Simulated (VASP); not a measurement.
# BeGa2 (I4_1/amd) in VASP: notebook, part 2 of 2

VASP 6.6.1. Earlier steps stand in the parts before.

### Step 3. Single point, PBE

This run uses another cell than the first one, of 14.41 Å³/atom.

File INCAR:

```
PREC     = Accurate       # precision mode
ENCUT    = 520            # plane-wave cutoff, eV
EDIFF    = 1E-7           # SCF threshold, eV
ISMEAR   = 0              # smearing method
SIGMA    = 0.1            # smearing width, eV
LREAL    = F              # projectors in reciprocal space
LASPH    = T              # aspherical terms in the spheres
NELM     = 80             # most SCF steps
ALGO     = Fast           # electronic algorithm
ISIF     = 2              # what is computed and relaxed
LWAVE    = F              # write WAVECAR
LCHARG   = F              # write CHGCAR
GGA      = PE             # functional
NBANDS   = 37             # bands
```

File KPOINTS:

```
regular mesh
0
Gamma
  8 8 8
```

File POSCAR:

```
BeGa2
1.0
   -1.8389404009      1.8389404009      6.3939503128
    1.8389404009     -1.8389404009      6.3939503128
    1.8389404009      1.8389404009     -6.3939503128
Be Ga
2 4
Direct
    0.0000000000      0.0000000000      0.0000000000
    0.7500000000      0.2500000000      0.5000000000
    0.4165000000      0.4165000000      0.0000000000
    0.1665000000      0.6665000000      0.5000000000
    0.3335000000      0.8335000000      0.5000000000
    0.5835000000      0.5835000000      0.0000000000
```

Potentials or basis: VASP PAW PBE potentials, release 64 (Be, Ga_d).

Started as:

```console
$ cat potpaw_PBE.64/Be/POTCAR potpaw_PBE.64/Ga_d/POTCAR > POTCAR
$ mpirun -np 1 vasp_std > vasp.out
```

OUTCAR:

```text
PREC = Accurate
   ENCUT = 520
   EDIFF = 1E-7
   ISMEAR = 0
   LREAL = F
   LASPH = T
   NELM = 80
   ISIF = 2
   GGA = PE

 ion  position               nearest neighbor table
   1  0.000  0.000  0.000-
   2  0.750  0.250  0.500-
   3  0.416  0.416  0.000-   5 2.12   5 2.12   6 2.14
   4  0.166  0.666  0.500-   6 2.12   6 2.12   5 2.14
   5  0.334  0.834  0.500-   3 2.12   3 2.12   4 2.14
   6  0.584  0.584  0.000-   4 2.12   4 2.12   3 2.14

  LATTYP: Found a body centered tetragonal cell.
 ALAT       =     3.6778808018
 C/A-ratio  =     3.4769752786

  Lattice vectors:

 A1 = (  -1.8389404009,   1.8389404009,   6.3939503128)
 A2 = (   1.8389404009,  -1.8389404009,   6.3939503128)
 A3 = (   1.8389404009,   1.8389404009,  -6.3939503128)

Analysis of symmetry for initial positions (statically):
=====================================================================
 Subroutine PRICEL returns:
 Original cell was already a primitive cell.

 Routine SETGRP: Setting up the symmetry group for a
 body centered tetragonal supercell.

 Subroutine GETGRP returns: Found 16 space group operations
 (whereof  8 operations were pure point group operations)
 out of a pool of 16 trial point group operations.

The static configuration has the point symmetry D_2d.
 The point group associated with its full space group is D_4h.

Analysis of symmetry for dynamics (positions and initial velocities):
=====================================================================
 Subroutine PRICEL returns:
 Original cell was already a primitive cell.

 Routine SETGRP: Setting up the symmetry group for a
 body centered tetragonal supercell.

 Subroutine GETGRP returns: Found 16 space group operations
 (whereof  8 operations were pure point group operations)
 out of a pool of 16 trial point group operations.

The dynamic configuration has the point symmetry D_2d.
 The point group associated with its full space group is D_4h.

 Subroutine INISYM returns: Found 16 space group operations
 (whereof  8 operations are pure point group operations),
 and found     1 'primitive' translations

----------------------------------------------------------------------------------------

                                     Primitive cell

  volume of cell :      86.4897

  direct lattice vectors                    reciprocal lattice vectors
    -1.838940401  1.838940401  6.393950313     0.000000000  0.271895707  0.078198919
     1.838940401 -1.838940401  6.393950313     0.271895707  0.000000000  0.078198919
     1.838940401  1.838940401 -6.393950313     0.271895707  0.271895707  0.000000000

  length of vectors
     6.902608507  6.902608507  6.902608507     0.282917561  0.282917561  0.384518596

  position of ions in fractional coordinates (direct lattice)
     0.000000000  0.000000000  0.000000000
     0.750000000  0.250000000  0.500000000
     0.416500000  0.416500000  0.000000000
     0.166500000  0.666500000  0.500000000
     0.333500000  0.833500000  0.500000000
     0.583500000  0.583500000  0.000000000

  ion indices of the primitive-cell ions
   primitive index   ion index
                 1           1
                 2           2
                 3           3
                 4           4
                 5           5
[... 31 lines left out ...]
  0.125000  0.000000  0.000000      8.000000
  0.250000  0.000000  0.000000      8.000000
  0.375000  0.000000  0.000000      8.000000
  0.500000  0.000000  0.000000      4.000000
  0.125000  0.125000  0.000000      8.000000
[... 16 lines left out ...]
  0.250000  0.125000  0.125000     16.000000
  0.375000  0.125000  0.125000      8.000000
 [... further k-points ...]
   k-points           NKPTS =     59   k-points in BZ     NKDIM =     59   number of bands    NBANDS=     37
   number of dos      NEDOS =    301   number of ions     NIONS =      6
   total plane-waves  NPLWV = 157464
   dimension x,y,z NGX =    54 NGY =   54 NGZ =   54
   dimension x,y,z NGXF=   108 NGYF=  108 NGZF=  108
   ions per type =               2   4
   NGX,Y,Z   is equivalent  to a cutoff of  13.01, 13.01, 13.01 a.u.
   NGXF,Y,Z  is equivalent  to a cutoff of  26.01, 26.01, 26.01 a.u.
 SYSTEM =  unknown system
   PREC   = accura    normal or accurate (medium, high low for compatibility)
   ISTART =      0    job   : 0-new  1-cont  2-samecut
   ICHARG =      2    charge: 1-file 2-atom 10-const
   ISPIN  =      1    spin polarized calculation?
   LNONCOLLINEAR =      F non collinear calculations
   LSORBIT =      F    spin-orbit coupling
   LASPH  =      T    aspherical Exc in radial PAW
   ENCUT  =  520.0 eV  38.22 Ry    6.18 a.u.  12.83 12.83 12.83*2*pi/ulx,y,z
   NELM   =     80;   NELMIN=  2; NELMDL= -5     # of ELM steps
   EDIFF  = 0.1E-06   stopping-criterion for ELM
   LREAL  =      F    real-space projection
   EDIFFG = 0.1E-05   stopping-criterion for IOM
   NSW    =      0    number of steps for IOM
   IBRION =     -1    ionic relax: 0-MD 1-quasi-New 2-CG
   NFREE  =      0    steps in history (QN), initial steepest desc. (CG)
   ISIF   =      2    stress and relaxation
   ISYM   =      2    0-nonsym 1-usesym 2-fastsym
   POTIM  = 0.5000    time-step for ionic-motion
   TEBEG  =    0.0;   TEEND  =   0.0 temperature during run
   PSTRESS=    0.0 pullay stress
   NELECT =      56.0000    total number of electrons
   NUPDOWN=      -1.0000    fix difference up-down
   EMIN   =  10.00;   EMAX   =-10.00  energy-range for DOS
   EFERMI =   0.00;   METHOD = LEGACY
   ISMEAR =     0;   SIGMA  =   0.10  broadening in eV -4-tet -1-fermi 0-gaus
   EFERMI_NEDOS =   21; number of points for ismear=-14 and -15
   IALGO  =     68    algorithm
   IMIX   =      4    mixing-type and parameters
     AMIX     =   0.40;   BMIX     =  1.00
     AMIX_MAG =   1.60;   BMIX_MAG =  1.00
  volume/ion in A,a.u.               =      14.41        97.28
  Fermi-wavevector in a.u.,A,eV,Ry     =   1.416281  2.676382 27.291258  2.005851
  Thomas-Fermi vector in A             =   2.537631
   LORBIT       =      0    0 simple, 1 ext, 2 COOP (PROOUT), +10 PAW based schemes
   GGA     = PE    functional components
   LHFCALC =     F    Hartree Fock is set to
   AEXX    =    0.0000 exact exchange contribution
   IVDW    =     0    specifies the selected vdW correction
   LEPSILON=     F    determine dielectric tensor
   LRPA    =     F    only Hartree local field effects (RPA)
 non-spin polarized calculation
 RMM-DIIS sequential band-by-band and
 Gauss-broadening in eV      SIGMA  =   0.10
  energy-cutoff  :      520.00
  volume of cell :       86.49
 maximum number of plane-waves:      2380
 NGX is ok and might be reduce to    54
   NGX = 25   NGY = 25   NGZ = 25

 number of electron      56.0000009 magnetization

 Free energy of the ion-electron system (eV)
  ---------------------------------------------------
  ext. energy  EPLUGINS =         0.00000000
  ---------------------------------------------------
  free energy    TOTEN  =       -12.26888899 eV

  energy without entropy =      -12.26018347  energy(sigma->0) =      -12.26453623

 E-fermi :   6.4241     XC(G=0): -11.0938

 val. band max:        6.3866204144   @ k =   0.5000   0.0000   0.0000
 cond. band min:       6.4267646704   @ k =  -0.2500   0.2500   0.1250
 fundamental gap:      0.0401442559
 Fermi energy:         6.4241363896

 k-point     1 :       0.0000    0.0000    0.0000
  band No.  band energies     occupation
      1      -9.7679      2.00000
      2      -9.5710      2.00000
      3      -9.5710      2.00000
      4      -9.4824      2.00000
      5      -9.4700      2.00000
      6      -9.2781      2.00000
[... 949 lines left out ...]
     36      14.1591      0.00000
     37      14.4881      0.00000

 [... further k-points ...]

------------------------ aborting loop because EDIFF is reached ----------------------------------------

  FORCE on cell =-STRESS in cart. coord.  units (eV):
  Direction    XX          YY          ZZ          XY          YZ          ZX
  --------------------------------------------------------------------------------------
  -------------------------------------------------------------------------------------
  Total       11.4591903     11.4591903     24.0853892      0.0000000      0.0000000      0.0000000
  in kB      212.2755421    212.2755421    446.1693102      0.0000000      0.0000000      0.0000000
  external PRESSURE =     290.2401314 kB  Pullay stress =       0.0000000 kB

 VOLUME and BASIS-vectors are now :
 -----------------------------------------------------------------------------
  energy-cutoff  :      520.00
  volume of cell :       86.49
      direct lattice vectors                 reciprocal lattice vectors
    -1.838940401  1.838940401  6.393950313     0.000000000  0.271895707  0.078198919
     1.838940401 -1.838940401  6.393950313     0.271895707  0.000000000  0.078198919
     1.838940401  1.838940401 -6.393950313     0.271895707  0.271895707  0.000000000

 POSITION                                       TOTAL-FORCE (eV/Angst)
 -----------------------------------------------------------------------------------
      0.00000      0.00000      0.00000         0.000000      0.000000      0.000000
      0.00000      1.83894      3.19698         0.000000      0.000000     -0.000000
      0.00000      0.00000      5.32616         0.000000     -0.000000      0.134564
      1.83894      0.00000      2.12919        -0.000000      0.000000      0.134564
      1.83894      0.00000      4.26476        -0.000000      0.000000     -0.134564
      0.00000      0.00000      7.46174         0.000000     -0.000000     -0.134564
 -----------------------------------------------------------------------------------
    total drift:                               -0.000000     -0.000000      0.000000

  FREE ENERGIE OF THE ION-ELECTRON SYSTEM (eV)
  ---------------------------------------------------
  free  energy   TOTEN  =       -12.2688889868 eV

  energy  without entropy=      -12.2601834660  energy(sigma->0) =      -12.26453623
```

It took 5.6 min on 1 thread of Intel Xeon 6975P-C (Granite Rapids), shared host; peak memory 0.44 GiB.

What came out:

```yaml
Free_energy: -12.2689 eV
Pressure: 29.0 GPa
Largest_force: 0.135 eV/Å
Band_gap_on_the_k_mesh: zero (bands 28 and 29 overlap by 3.47 eV)
```

Forces in eV/Å, atoms in the order of the input:
```
Be   0.000  0.000  0.000
Be   0.000  0.000  0.000
Ga   0.000  0.000  0.135
Ga   0.000  0.000  0.135
Ga   0.000  0.000 -0.135
Ga   0.000  0.000 -0.135
```

Caveat: the cell stands under pressure.

### Step 4. Relaxation of cell and atoms, PBE

This run uses another cell than the first one, of 14.41 Å³/atom.

File INCAR:

```
SYSTEM = BeGa2
PREC = Accurate ; ENCUT = 600
EDIFF = 1E-6 ; ISMEAR = 0
SIGMA = 0.1 ; LREAL = .False.
LASPH = .True. ; NELM = 100
ALGO = Fast ; ISIF = 3
LWAVE = .False. ; LCHARG = .False.
GGA = PE ; IBRION = 2
NSW = 90 ; EDIFFG = -0.04
```

File KPOINTS:

```
regular mesh
0
Gamma
  6 6 6
  0 0 0
```

POSCAR is that of step 3.

Started as:

```console
$ cat potpaw_PBE.64/Be/POTCAR potpaw_PBE.64/Ga_d/POTCAR > POTCAR
$ mpirun -np 1 vasp_std > vasp.out
```

Run time: 56 min. Hardware: 1 thread of Intel Xeon 6975P-C (Granite Rapids), shared host; peak memory 0.51 GiB.

The run converged. Its results:

```
Free energy                           : -17.9194 eV
Relaxed volume                        : 14.20 Å³/atom
Relaxed cell                          : a = 11.154 Å, b = 11.154 Å, c = 11.154 Å, α = 165.65°, β = 165.65°, γ = 20.35°
Space group after relaxing (to 0.1 Å) : I4_1/amd (No. 141)
Energy gained by relaxing             : 950.7 meV/atom
Ionic steps                           : 27
Pressure after relaxing               : -0.2 GPa
Largest force after relaxing          : 0.024 eV/Å
Band gap on the k mesh                : zero (bands 28 and 29 overlap by 6.54 eV)
```

Forces on the atoms (eV/Å):
```
Be   0.000  0.000  0.000
Be   0.000  0.000  0.000
Ga   0.000  0.000  0.024
Ga   0.000  0.000  0.024
Ga   0.000  0.000 -0.024
Ga   0.000  0.000 -0.024
```

Stress tensor (GPa, compression positive):
```
-0.05  0.00  0.00
 0.00 -0.05  0.00
 0.00  0.00 -0.45
```

The path:
```csv
step,energy change (eV),largest force (eV/Å),pressure (GPa),volume (Å³)
1,0.0000,0.0259,28.69,86.49
2,-2.2085,0.9248,-3.40,122.73
3,-2.2752,0.9609,-0.65,115.25
4,-2.2755,0.9598,-0.92,115.88
5,-2.5274,0.5695,-1.86,115.84
6,-2.9021,1.2682,-3.56,115.22
7,-2.9981,1.2957,-3.48,114.38
8,-3.2359,1.3406,-3.15,111.67
9,-3.7660,1.6423,-2.05,105.49
10,-3.8031,2.7414,8.12,90.65
11,-4.0025,2.1302,0.98,99.62
12,-4.0098,2.5810,3.62,95.24
13,-4.3940,1.8407,2.02,94.67
14,-4.5313,1.8313,1.03,93.83
15,-4.5571,1.9281,0.07,93.45
16,-4.5202,1.8068,-1.68,92.56
17,-4.5632,1.8974,-0.27,93.26
18,-4.8672,1.6015,-1.10,93.12
19,-5.3713,0.6374,-2.36,92.58
20,-5.3885,0.2453,-1.95,92.42
21,-5.5417,0.1334,-1.89,90.28
22,-5.6509,0.5321,1.03,83.82
23,-5.6841,0.1913,-0.61,86.42
24,-5.6873,0.2522,-0.37,85.95
25,-5.6876,0.2731,-0.33,85.80
26,-5.7036,0.0697,-0.20,85.34
27,-5.7044,0.0237,-0.18,85.23
```

Final structure:
```
Be Ga
1.0
    -1.39315    1.39315   10.97816
     1.39315   -1.39315   10.97816
     1.39315    1.39315  -10.97816
Be Ga
2 4
Direct
  0.00000 0.00000 0.00000
  0.75000 0.25000 0.50000
  0.42738 0.42738 0.00000
  0.17738 0.67738 0.50000
  0.32262 0.82262 0.50000
  0.57262 0.57262 0.00000
```

Levels at points of the mesh, in eV from the Fermi level:
```
           k point  band 25  band 26  band 27  band 28  band 29  band 30  band 31  band 32
(0.00, 0.00, 0.00)    -6.11    -1.83     0.57     4.94     4.94     4.96     4.96     6.05
(0.50, 0.00, 0.00)    -5.08    -5.07    -3.67    -3.26    -1.46     0.38     2.46     2.71
(0.50, 0.50, 0.00)    -2.09    -2.09    -1.23    -1.23    -0.33    -0.33     1.02     1.02
(0.50, 0.50, 0.50)    -4.10    -4.10     3.29     3.29     4.73     4.73     5.25     5.25
```

Caveat: a cell axis changed by over 15 % at a fixed basis, so the end point is rough.

### Step 5. The runs side by side

| task | cell | k mesh | cutoff (eV) | gap on the mesh (eV) | pressure (GPa) | largest force (eV/Å) |
| --- | --- | --- | --- | --- | --- | --- |
| single point | a = 11.563 Å, angles 166.3, 166.3, 19.5°, 6 atoms, atomic positions A | 6 × 6 × 6 | 520 | none | 0.1 | - |
| single point | a = 6.903 Å, angles 149.1, 149.1, 44.3°, 6 atoms, atomic positions B | 8 × 8 × 8 | 520 | none | 29.0 | 0.13 |
| relaxation of cell and atoms | relaxed from a = 6.903 Å, angles 149.1, 149.1, 44.3°, 6 atoms, atomic positions B | 6 × 6 × 6 | 600 | none | -0.2 | 0.02 |

Alike in all rows: level PBE; potentials or basis VASP PAW PBE potentials, release 64 (Be, Ga_d); no spin polarisation; smearing gaussian 0.1 eV.

Caveats: some runs use coarse meshes; the cell stands under pressure (at least some runs); a cell axis changed by over 15 % at a fixed basis, so the end point is rough (at least some runs).

Total energies depend on the potentials used, so only differences within one code and one set of settings carry meaning.
